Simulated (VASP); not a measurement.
# BN (zinc blende) (F-43m) in VASP: a series of runs

Runs on BN (zinc blende). Level: PBEsol. Tasks: single point.

Program: VASP 6.6.1. These are calculated values, not measurements. Logs are shortened: lines on timing, memory, paths and dates and some standing lists are left out, and cuts for length are marked.

## (1) The cell of the first run

It takes space group F-43m (No. 216, cubic). The conventional cell has a = 3.615 Å, b = 3.615 Å, c = 3.615 Å, α = 90.00°, β = 90.00°, γ = 90.00°. Within 2.1 Å of B (site symmetry -43m) lie 4 N at 1.57 Å. Within 2.1 Å of N (site symmetry -43m) lie 4 B at 1.57 Å.

## (2) Single point, PBEsol

INCAR

```
SYSTEM = BN
PREC = Accurate ; ENCUT = 600
EDIFF = 1E-6 ; ISMEAR = 0
SIGMA = 0.01 ; LREAL = .FALSE.
LASPH = .TRUE. ; NELM = 120
ALGO = Normal ; ISIF = 2
LWAVE = .FALSE. ; LCHARG = .TRUE.
GGA = PS ; LELF = .TRUE.
LVHAR = .TRUE. ; NBANDS = 11
GGA_COMPAT = .FALSE.
```

KPOINTS

```
Automatic mesh
0
G
  10 10 10
  0 0 0
```

POSCAR

```
BN
1.0
    0.0000000000      1.8076000000      1.8076000000
    1.8076000000      0.0000000000      1.8076000000
    1.8076000000      1.8076000000      0.0000000000
B N
1 1
Direct
    0.0000000000      0.0000000000      0.0000000000
    0.2500000000      0.2500000000      0.2500000000
```

Potentials or basis: VASP PAW PBE potentials, release 64 (B, N).

The run is started by

```bash
> cat potpaw_PBE.64/B/POTCAR potpaw_PBE.64/N/POTCAR > POTCAR
> mpirun -np 1 vasp_std > vasp.out
```

OUTCAR:

```text
SYSTEM = BN
   PREC = Accurate
   ENCUT = 600
   EDIFF = 1E-6
   ISMEAR = 0
   LREAL = .FALSE.
   LASPH = .TRUE.
   NELM = 120
   ISIF = 2
   GGA = PS

 ion  position               nearest neighbor table
   1  0.000  0.000  0.000-   2 1.57   2 1.57   2 1.57   2 1.57
   2  0.250  0.250  0.250-   1 1.57   1 1.57   1 1.57   1 1.57

  LATTYP: Found a face centered cubic cell.
 ALAT       =     3.6152000000

  Lattice vectors:

 A1 = (   0.0000000000,   1.8076000000,   1.8076000000)
 A2 = (   1.8076000000,   0.0000000000,   1.8076000000)
 A3 = (   1.8076000000,   1.8076000000,   0.0000000000)

Analysis of symmetry for initial positions (statically):
=====================================================================
 Subroutine PRICEL returns:
 Original cell was already a primitive cell.

 Routine SETGRP: Setting up the symmetry group for a
 face centered cubic supercell.

 Subroutine GETGRP returns: Found 24 space group operations
 (whereof 24 operations were pure point group operations)
 out of a pool of 48 trial point group operations.

The static configuration has the point symmetry T_d .

Analysis of symmetry for dynamics (positions and initial velocities):
=====================================================================
 Subroutine PRICEL returns:
 Original cell was already a primitive cell.

 Routine SETGRP: Setting up the symmetry group for a
 face centered cubic supercell.

 Subroutine GETGRP returns: Found 24 space group operations
 (whereof 24 operations were pure point group operations)
 out of a pool of 48 trial point group operations.

The dynamic configuration has the point symmetry T_d .

 Subroutine INISYM returns: Found 24 space group operations
 (whereof 24 operations are pure point group operations),
 and found     1 'primitive' translations

----------------------------------------------------------------------------------------

                                     Primitive cell

  volume of cell :      11.8124

  direct lattice vectors                    reciprocal lattice vectors
     0.000000000  1.807600000  1.807600000    -0.276609869  0.276609869  0.276609869
     1.807600000  0.000000000  1.807600000     0.276609869 -0.276609869  0.276609869
     1.807600000  1.807600000  0.000000000     0.276609869  0.276609869 -0.276609869

  length of vectors
     2.556332435  2.556332435  2.556332435     0.479102348  0.479102348  0.479102348

  position of ions in fractional coordinates (direct lattice)
     0.000000000  0.000000000  0.000000000
     0.250000000  0.250000000  0.250000000

  ion indices of the primitive-cell ions
   primitive index   ion index
                 1           1
                 2           2

----------------------------------------------------------------------------------------

 KPOINTS: Automatic mesh

Automatic generation of k-mesh.
 Grid dimensions read from file:
 generate k-points for:   10   10   10

 Generating k-lattice:

  Cartesian coordinates                     Fractional coordinates (reciprocal lattice)
    -0.027660987  0.027660987  0.027660987     0.100000000  0.000000000  0.000000000
     0.027660987 -0.027660987  0.027660987     0.000000000  0.100000000  0.000000000
     0.027660987  0.027660987 -0.027660987     0.000000000  0.000000000  0.100000000

  Length of vectors
     0.047910235  0.047910235  0.047910235

  Shift w.r.t. Gamma in fractional coordinates (k-lattice)
     0.000000000  0.000000000  0.000000000

 Subroutine IBZKPT returns following result:
 ===========================================

 Found     47 irreducible k-points:

 Following reciprocal coordinates:
            Coordinates               Weight
  0.000000  0.000000  0.000000      1.000000
  0.100000  0.000000  0.000000      8.000000
  0.200000  0.000000  0.000000      8.000000
  0.300000  0.000000  0.000000      8.000000
  0.400000  0.000000  0.000000      8.000000
  0.500000  0.000000  0.000000      4.000000
[... 16 lines left out ...]
  0.300000  0.300000  0.000000      6.000000
  0.400000  0.300000  0.000000     24.000000
 [... further k-points ...]
   k-points           NKPTS =     47   k-points in BZ     NKDIM =     47   number of bands    NBANDS=     11
   number of dos      NEDOS =    301   number of ions     NIONS =      2
   total plane-waves  NPLWV =   8000
   dimension x,y,z NGX =    20 NGY =   20 NGZ =   20
   dimension x,y,z NGXF=    40 NGYF=   40 NGZF=   40
   ions per type =               1   1
   NGX,Y,Z   is equivalent  to a cutoff of  13.01, 13.01, 13.01 a.u.
   NGXF,Y,Z  is equivalent  to a cutoff of  26.01, 26.01, 26.01 a.u.
 SYSTEM =  BN
   PREC   = accura    normal or accurate (medium, high low for compatibility)
   ISTART =      0    job   : 0-new  1-cont  2-samecut
   ICHARG =      2    charge: 1-file 2-atom 10-const
   ISPIN  =      1    spin polarized calculation?
   LNONCOLLINEAR =      F non collinear calculations
   LSORBIT =      F    spin-orbit coupling
   LASPH  =      T    aspherical Exc in radial PAW
   ENCUT  =  600.0 eV  44.10 Ry    6.64 a.u.   5.11  5.11  5.11*2*pi/ulx,y,z
   NELM   =    120;   NELMIN=  2; NELMDL= -5     # of ELM steps
   EDIFF  = 0.1E-05   stopping-criterion for ELM
   LREAL  =      F    real-space projection
   EDIFFG = 0.1E-04   stopping-criterion for IOM
   NSW    =      0    number of steps for IOM
   IBRION =     -1    ionic relax: 0-MD 1-quasi-New 2-CG
   NFREE  =      0    steps in history (QN), initial steepest desc. (CG)
   ISIF   =      2    stress and relaxation
   ISYM   =      2    0-nonsym 1-usesym 2-fastsym
   POTIM  = 0.5000    time-step for ionic-motion
   TEBEG  =    0.0;   TEEND  =   0.0 temperature during run
   PSTRESS=    0.0 pullay stress
   NELECT =       8.0000    total number of electrons
   NUPDOWN=      -1.0000    fix difference up-down
   EMIN   =  10.00;   EMAX   =-10.00  energy-range for DOS
   EFERMI =   0.00;   METHOD = LEGACY
   ISMEAR =     0;   SIGMA  =   0.01  broadening in eV -4-tet -1-fermi 0-gaus
   EFERMI_NEDOS =   21; number of points for ismear=-14 and -15
   IALGO  =     38    algorithm
   IMIX   =      4    mixing-type and parameters
     AMIX     =   0.40;   BMIX     =  1.00
     AMIX_MAG =   1.60;   BMIX_MAG =  1.00
  volume/ion in A,a.u.               =       5.91        39.86
  Fermi-wavevector in a.u.,A,eV,Ry     =   1.437670  2.716802 28.121808  2.066895
  Thomas-Fermi vector in A             =   2.556722
   LORBIT       =      0    0 simple, 1 ext, 2 COOP (PROOUT), +10 PAW based schemes
   GGA     = PS    functional components
   LHFCALC =     F    Hartree Fock is set to
   AEXX    =    0.0000 exact exchange contribution
   IVDW    =     0    specifies the selected vdW correction
   LEPSILON=     F    determine dielectric tensor
   LRPA    =     F    only Hartree local field effects (RPA)
 non-spin polarized calculation
 Gauss-broadening in eV      SIGMA  =   0.01
  energy-cutoff  :      600.00
  volume of cell :       11.81
 maximum number of plane-waves:       411
   NGX = 11   NGY = 11   NGZ = 11

 number of electron       7.9999999 magnetization

 Free energy of the ion-electron system (eV)
  ---------------------------------------------------
  ext. energy  EPLUGINS =         0.00000000
  ---------------------------------------------------
  free energy    TOTEN  =       -18.35028372 eV

  energy without entropy =      -18.35028372  energy(sigma->0) =      -18.35028372

 E-fermi :   7.4829     XC(G=0): -13.0155

 val. band max:        7.3603233421   @ k =   0.0000   0.0000   0.0000
 cond. band min:      11.6370906276   @ k =   0.5000   0.5000   0.0000
 fundamental gap:      4.2767672855
 Fermi energy:         7.4828573775

 k-point     1 :       0.0000    0.0000    0.0000
  band No.  band energies     occupation
      1     -12.8907      2.00000
      2       7.3603      2.00000
      3       7.3603      2.00000
      4       7.3603      2.00000
      5      16.1212      0.00000
      6      16.1212      0.00000
      7      16.1212      0.00000
      8      17.6260      0.00000
      9      31.8676      0.00000
     10      35.0458      0.00000
     11      35.0458      0.00000

 k-point     2 :       0.1000    0.0000    0.0000
  band No.  band energies     occupation
      1     -12.6463      2.00000
      2       6.0813      2.00000
      3       7.1045      2.00000
      4       7.1045      2.00000
      5      16.3836      0.00000
      6      16.5073      0.00000
      7      16.5073      0.00000
      8      18.4332      0.00000
      9      31.5379      0.00000
     10      32.3492      0.00000
     11      32.3492      0.00000

 k-point     3 :       0.2000    0.0000    0.0000
  band No.  band energies     occupation
      1     -11.9266      2.00000
      2       3.3495      2.00000
      3       6.5302      2.00000
      4       6.5302      2.00000
      5      16.7550      0.00000
      6      17.3021      0.00000
      7      17.3021      0.00000
      8      20.0877      0.00000
      9      30.7994      0.00000
     10      30.8714      0.00000
     11      30.8714      0.00000

 k-point     4 :       0.3000    0.0000    0.0000
  band No.  band energies     occupation
      1     -10.7873      2.00000
      2       0.3750      2.00000
      3       5.9500      2.00000
      4       5.9500      2.00000
      5      17.1072      0.00000
      6      17.8593      0.00000
      7      17.8593      0.00000
      8      21.4446      0.00000
      9      30.3320      0.00000
     10      31.1329      0.00000
     11      31.1329      0.00000

 k-point     5 :       0.4000    0.0000    0.0000
  band No.  band energies     occupation
      1      -9.4238      2.00000
      2      -2.1980      2.00000
      3       5.5513      2.00000
      4       5.5513      2.00000
      5      17.3613      0.00000
      6      17.9925      0.00000
      7      17.9925      0.00000
      8      22.2012      0.00000
      9      30.3787      0.00000
     10      32.8117      0.00000
     11      32.8117      0.00000
[... 211 lines left out ...]
 k-point    21 :      -0.3000    0.2000    0.0000
  band No.  band energies     occupation
      1      -9.1538      2.00000
      2      -0.8419      2.00000
      3       2.3523      2.00000
      4       5.2696      2.00000
      5      17.0273      0.00000
      6      19.3002      0.00000
      7      19.7176      0.00000
      8      22.1036      0.00000
      9      28.7555      0.00000
     10      29.6139      0.00000
     11      34.0021      0.00000

 k-point    22 :      -0.2000    0.2000    0.0000
  band No.  band energies     occupation
      1     -10.4107      2.00000
      2       1.1650      2.00000
      3       3.0575      2.00000
      4       6.0584      2.00000
      5      17.8384      0.00000
      6      18.2700      0.00000
      7      18.7450      0.00000
      8      21.0150      0.00000
      9      28.4814      0.00000
     10      29.4637      0.00000
     11      34.0210      0.00000

 k-point    23 :       0.3000    0.3000    0.0000
  band No.  band energies     occupation
      1     -10.1027      2.00000
      2       2.1315      2.00000
      3       3.6687      2.00000
      4       3.6687      2.00000
      5      13.3610      0.00000
      6      18.0064      0.00000
      7      22.0446      0.00000
      8      22.0446      0.00000
      9      25.9425      0.00000
     10      34.6037      0.00000
     11      39.1466      0.00000

 k-point    24 :       0.4000    0.3000    0.0000
  band No.  band energies     occupation
      1      -9.0873      2.00000
      2       0.5633      2.00000
      3       2.8128      2.00000
      4       3.2576      2.00000
      5      13.3082      0.00000
      6      17.8574      0.00000
      7      22.7891      0.00000
      8      22.8870      0.00000
      9      26.8994      0.00000
     10      34.3275      0.00000
     11      39.0087      0.00000

 [... further k-points ...]
[... 5 lines left out ...]
  --------------------------------------------------------------------------------------
  -------------------------------------------------------------------------------------
  Total       -0.1992278     -0.1992278     -0.1992278      0.0000000      0.0000000     -0.0000000
  in kB      -27.0223804    -27.0223804    -27.0223804      0.0000000      0.0000000     -0.0000000
  external PRESSURE =     -27.0223804 kB  Pullay stress =       0.0000000 kB

 VOLUME and BASIS-vectors are now :
 -----------------------------------------------------------------------------
  energy-cutoff  :      600.00
  volume of cell :       11.81
      direct lattice vectors                 reciprocal lattice vectors
     0.000000000  1.807600000  1.807600000    -0.276609869  0.276609869  0.276609869
     1.807600000  0.000000000  1.807600000     0.276609869 -0.276609869  0.276609869
     1.807600000  1.807600000  0.000000000     0.276609869  0.276609869 -0.276609869

 POSITION                                       TOTAL-FORCE (eV/Angst)
 -----------------------------------------------------------------------------------
      0.00000      0.00000      0.00000        -0.000000     -0.000000     -0.000000
      0.90380      0.90380      0.90380         0.000000      0.000000      0.000000
 -----------------------------------------------------------------------------------
    total drift:                                0.000000      0.000000      0.000000

  FREE ENERGIE OF THE ION-ELECTRON SYSTEM (eV)
  ---------------------------------------------------
  free  energy   TOTEN  =       -18.3502837239 eV

  energy  without entropy=      -18.3502837239  energy(sigma->0) =      -18.35028372
```

Run time: 5 s. Hardware: 1 thread of Intel Xeon 6975P-C, shared host; peak memory 0.12 GiB.

What came out:

```
Free energy            : -18.3503 eV
Pressure               : -2.7 GPa
Band gap on the k mesh : 4.28 eV, indirect (least direct gap 8.76 eV)
```

Levels at points of the mesh, in eV from the valence-band top:
| k point | band 2 | band 3 | band 4 | band 5 | band 6 | band 7 |
| --- | --- | --- | --- | --- | --- | --- |
| (0.00, 0.00, 0.00) | 0.00 | 0.00 | 0.00 | 8.76 | 8.76 | 8.76 |
| (0.50, 0.00, 0.00) | -10.78 | -1.95 | -1.95 | 10.09 | 10.62 | 10.62 |
| (0.50, 0.50, 0.00) | -8.96 | -4.94 | -4.94 | 4.28 | 9.09 | 17.87 |

Caveat: the PAW data sets were made with another functional, which shifts forces and pressure a little. A k mesh can miss the band edges.

[end of part 1 of 2]
